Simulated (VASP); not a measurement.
# Ag (P6_3/mmc) in VASP: notebook

Runs on Ag. Level: PBEsol. Tasks: relaxation of cell and atoms, single point, relaxation of shape and atoms at fixed volume.

All numbers are computed with VASP 6.6.1; they aren't measurements. Logs are shortened: lines on timing, memory, paths and dates and some standing lists are left out, and cuts for length are marked.

## 1. The cell of the first run

It takes space group P6_3/mmc (No. 194, hexagonal). Conventional cell: a = 2.886 Å, b = 2.886 Å, c = 10.000 Å, α = 90.00°, β = 90.00°, γ = 120.00°. Ag (site symmetry -6m2) has 12 Ag at 2.89 to 3.00 Å within 3.8 Å. Within 3.8 Å of Ag (site symmetry -3m) lie 12 Ag at 2.89 to 3.00 Å.

This isn't the form of Ag at room conditions, which is fcc.

## 2. Relaxation of cell and atoms, PBEsol

The input, INCAR:

```
PREC = Accurate
ENCUT = 600
EDIFF = 1E-6
ISMEAR = 0
SIGMA = 0.1
LREAL = F
LASPH = T
NELM = 60
ALGO = Fast
ISIF = 3
LWAVE = F
LCHARG = F
GGA = PS
IBRION = 2
NSW = 100
EDIFFG = -0.005
```

The input, KPOINTS:

```
regular mesh
0
Gamma
  18 18 4
```

The input, POSCAR:

```
Ag
1.0
    2.8861989086      0.0000000000      0.0000000000
   -1.4430994543      2.4995215753      0.0000000000
    0.0000000000      0.0000000000     10.0000000000
Ag
4
Direct
    0.3333333333      0.6666666667      0.2500000000
    0.6666666667      0.3333333333      0.7500000000
    0.0000000000      0.0000000000      0.0000000000
    0.0000000000      0.0000000000      0.5000000000
```

Potentials or basis: VASP PAW PBE potentials, release 64 (Ag).

On the command line:

```sh
$ cat potpaw_PBE.64/Ag/POTCAR > POTCAR
$ mpirun -np 1 vasp_std > vasp.out
```

OUTCAR:

```text
PREC = Accurate
   ENCUT = 600
   EDIFF = 1E-6
   ISMEAR = 0
   LREAL = F
   LASPH = T
   NELM = 60
   ISIF = 3
   GGA = PS
   IBRION = 2
   NSW = 100
   EDIFFG = -0.005

 ion  position               nearest neighbor table
   1  0.333  0.667  0.250-   3 3.00   4 3.00   3 3.00   4 3.00   3 3.00   4 3.00
   2  0.667  0.333  0.750-   3 3.00   4 3.00   3 3.00   4 3.00   3 3.00   4 3.00
   3  0.000  0.000  0.000-   1 3.00   2 3.00   2 3.00   1 3.00   2 3.00   1 3.00
   4  0.000  0.000  0.500-   1 3.00   2 3.00   2 3.00   1 3.00   2 3.00   1 3.00

  LATTYP: Found a hexagonal cell.
 ALAT       =     2.8861989086
 C/A-ratio  =     3.4647646668

  Lattice vectors:

 A1 = (   2.8861989086,   0.0000000000,   0.0000000000)
 A2 = (  -1.4430994543,   2.4995215753,   0.0000000000)
 A3 = (   0.0000000000,   0.0000000000,  10.0000000000)

Analysis of symmetry for initial positions (statically):
=====================================================================
 Subroutine PRICEL returns:
 Original cell was already a primitive cell.

 Routine SETGRP: Setting up the symmetry group for a
 hexagonal supercell.

 Subroutine GETGRP returns: Found 24 space group operations
 (whereof 12 operations were pure point group operations)
 out of a pool of 24 trial point group operations.

The static configuration has the point symmetry D_3d.
 The point group associated with its full space group is D_6h.

Analysis of symmetry for dynamics (positions and initial velocities):
=====================================================================
 Subroutine PRICEL returns:
 Original cell was already a primitive cell.

 Routine SETGRP: Setting up the symmetry group for a
 hexagonal supercell.

 Subroutine GETGRP returns: Found 24 space group operations
 (whereof 12 operations were pure point group operations)
 out of a pool of 24 trial point group operations.

The dynamic configuration has the point symmetry D_3d.
 The point group associated with its full space group is D_6h.

 Subroutine INISYM returns: Found 24 space group operations
 (whereof 12 operations are pure point group operations),
 and found     1 'primitive' translations

----------------------------------------------------------------------------------------

                                     Primitive cell

  volume of cell :      72.1412

  direct lattice vectors                    reciprocal lattice vectors
[... 109 lines left out ...]
   IMIX   =      4    mixing-type and parameters
     AMIX     =   0.40;   BMIX     =  1.00
     AMIX_MAG =   1.60;   BMIX_MAG =  1.00
  volume/ion in A,a.u.               =      18.04       121.71
  Fermi-wavevector in a.u.,A,eV,Ry     =   1.388347  2.623595 26.225328  1.927507
  Thomas-Fermi vector in A             =   2.512482
   LORBIT       =      0    0 simple, 1 ext, 2 COOP (PROOUT), +10 PAW based schemes
   GGA     = PS    functional components
   LHFCALC =     F    Hartree Fock is set to
   AEXX    =    0.0000 exact exchange contribution
   IVDW    =     0    specifies the selected vdW correction
   LEPSILON=     F    determine dielectric tensor
   LRPA    =     F    only Hartree local field effects (RPA)
 conjugate gradient relaxation of ions
 non-spin polarized calculation
 RMM-DIIS sequential band-by-band and
 Gauss-broadening in eV      SIGMA  =   0.10
  energy-cutoff  :      600.00
  volume of cell :       72.14
 maximum number of plane-waves:      2428
 NGX is ok and might be reduce to    24
   NGX = 11   NGY = 11   NGZ = 39

--------------------------------------- Ionic step        1  -------------------------------------------

 number of electron      43.9999999 magnetization

 Free energy of the ion-electron system (eV)
  ---------------------------------------------------
  ext. energy  EPLUGINS =         0.00000000
  ---------------------------------------------------
  free energy    TOTEN  =       -13.04034236 eV

  energy without entropy =      -13.03075882  energy(sigma->0) =      -13.03555059

------------------------ aborting loop because EDIFF is reached ----------------------------------------

  FORCE on cell =-STRESS in cart. coord.  units (eV):
  Direction    XX          YY          ZZ          XY          YZ          ZX
  --------------------------------------------------------------------------------------
  -------------------------------------------------------------------------------------
  Total       -2.4841470     -2.4841470     -4.5372591      0.0000000     -0.0000000      0.0000000
  in kB      -55.1702213    -55.1702213   -100.7676227      0.0000000     -0.0000000      0.0000000
  external PRESSURE =     -70.3693551 kB  Pullay stress =       0.0000000 kB
[... 95 lines left out ...]
  FREE ENERGIE OF THE ION-ELECTRON SYSTEM (eV)
  ---------------------------------------------------
  free  energy   TOTEN  =       -13.1952740204 eV

  energy  without entropy=      -13.1852586486  energy(sigma->0) =      -13.19026633

[... ionic steps 4 to 8 ...]

--------------------------------------- Ionic step        9  -------------------------------------------

 number of electron      43.9999999 magnetization

------------------------ aborting loop because EDIFF is reached ----------------------------------------
[... 71 lines left out ...]
--------------------------------------- Ionic step       11  -------------------------------------------

 number of electron      43.9999999 magnetization

 Free energy of the ion-electron system (eV)
  ---------------------------------------------------
  ext. energy  EPLUGINS =         0.00000000
  ---------------------------------------------------
  free energy    TOTEN  =       -13.23036512 eV

  energy without entropy =      -13.22630188  energy(sigma->0) =      -13.22833350

 E-fermi :   8.5819     XC(G=0): -12.5603

 val. band max:        8.5736469092   @ k =   0.3889   0.0556   0.0000
 cond. band min:       8.5931095625   @ k =   0.4444   0.0556   0.5000
 fundamental gap:      0.0194626532
 Fermi energy:         8.5819409268

 k-point     1 :       0.0000    0.0000    0.0000
  band No.  band energies     occupation
      1       0.5643      2.00000
      2       2.0075      2.00000
      3       2.0127      2.00000
      4       2.0304      2.00000
      5       3.6995      2.00000
      6       3.6995      2.00000
[... 685 lines left out ...]
     25      13.6818      0.00000
     26      13.7904      0.00000

 [... further k-points ...]
[... 5 lines left out ...]
  --------------------------------------------------------------------------------------
  -------------------------------------------------------------------------------------
  Total        0.0069524      0.0069524      0.0178890      0.0000000     -0.0000000     -0.0000000
  in kB        0.1674182      0.1674182      0.4307813      0.0000000     -0.0000000     -0.0000000
  external PRESSURE =       0.2552059 kB  Pullay stress =       0.0000000 kB
[... 19 lines left out ...]
  FREE ENERGIE OF THE ION-ELECTRON SYSTEM (eV)
  ---------------------------------------------------
  free  energy   TOTEN  =       -13.2303651202 eV

  energy  without entropy=      -13.2263018812  energy(sigma->0) =      -13.22833350

 reached required accuracy - stopping structural energy minimisation
```

OSZICAR:

```text
N       E                     dE             d eps       ncg     rms          rms(c)
DAV:   1     0.313951815693E+03    0.31395E+03   -0.25013E+04  5772   0.186E+03
DAV:   2    -0.662206917422E+01   -0.32057E+03   -0.30893E+03  6000   0.386E+02
DAV:   3    -0.143026262345E+02   -0.76806E+01   -0.76180E+01  6318   0.633E+01
[... 93 lines left out ...]
       N       E                     dE             d eps       ncg     rms          rms(c)
DAV:   1    -0.132304853843E+02   -0.12226E-03   -0.55511E-03  5908   0.529E-01    0.568E-02
RMM:   2    -0.132304003480E+02    0.85036E-04   -0.59014E-05  5772   0.579E-02    0.307E-02
RMM:   3    -0.132303658368E+02    0.34511E-04   -0.39164E-05  5772   0.372E-02    0.735E-03
RMM:   4    -0.132303651202E+02    0.71662E-06   -0.52409E-06  4306   0.142E-02
  11 F= -.13230365E+02 E0= -.13228334E+02  d E =-.259389E-04
```

Wall time 20 min (1 thread of Intel Xeon Platinum 8259CL at 2.50GHz (Skylake/Cascade Lake), shared host); peak memory 0.35 GiB.

What came out:

```yaml
Free_energy: -13.2304 eV
Relaxed_volume: 16.63 Å³/atom
Relaxed_cell: a = 2.869 Å, b = 2.869 Å, c = 9.332 Å, α = 90.00°, β = 90.00°, γ = 120.00°
Space_group_after_relaxing_to_0.1_Å: P6_3/mmc (No. 194)
Energy_gained_by_relaxing: 47.5 meV/atom
Ionic_steps: 11
Pressure_after_relaxing: 0.0 GPa
Band_gap_on_the_k_mesh: zero (bands 22 and 23 overlap by 6.53 eV)
```

The path:
```
step  energy change (eV)  largest force (eV/Å)  pressure (GPa)  volume (Å³)
   1              0.0000                0.0000           -7.04        72.14
   2             -0.1277                0.0000            5.13        64.17
   3             -0.1549                0.0000            0.77        66.31
   4             -0.1842                0.0000            0.66        66.25
   5             -0.1893                0.0000            0.62        66.19
   6             -0.1895                0.0000           -0.35        66.84
   7             -0.1900                0.0000           -0.05        66.53
   8             -0.1900                0.0000            0.08        66.50
   9             -0.1900                0.0000            0.04        66.52
  10             -0.1900                0.0000            0.04        66.53
  11             -0.1900                0.0000            0.03        66.53
```

Final structure:
```yaml
crystal:
  lattice:
    - [2.86927, 0.00000, 0.00000]
    - [-1.43463, 2.48486, 0.00000]
    - [0.00000, 0.00000, 9.33183]
  atoms:
    - { symbol: Ag, position: [0.33333, 0.66667, 0.25000] }
    - { symbol: Ag, position: [0.66667, 0.33333, 0.75000] }
    - { symbol: Ag, position: [0.00000, 0.00000, 0.00000] }
    - { symbol: Ag, position: [0.00000, 0.00000, 0.50000] }
```

Caveat: the PAW data sets were made with another functional, which shifts forces and pressure a little.

(Continued in part 2 of 2.)

The gap in the log of VASP goes by the Fermi energy; the results here count the filled bands.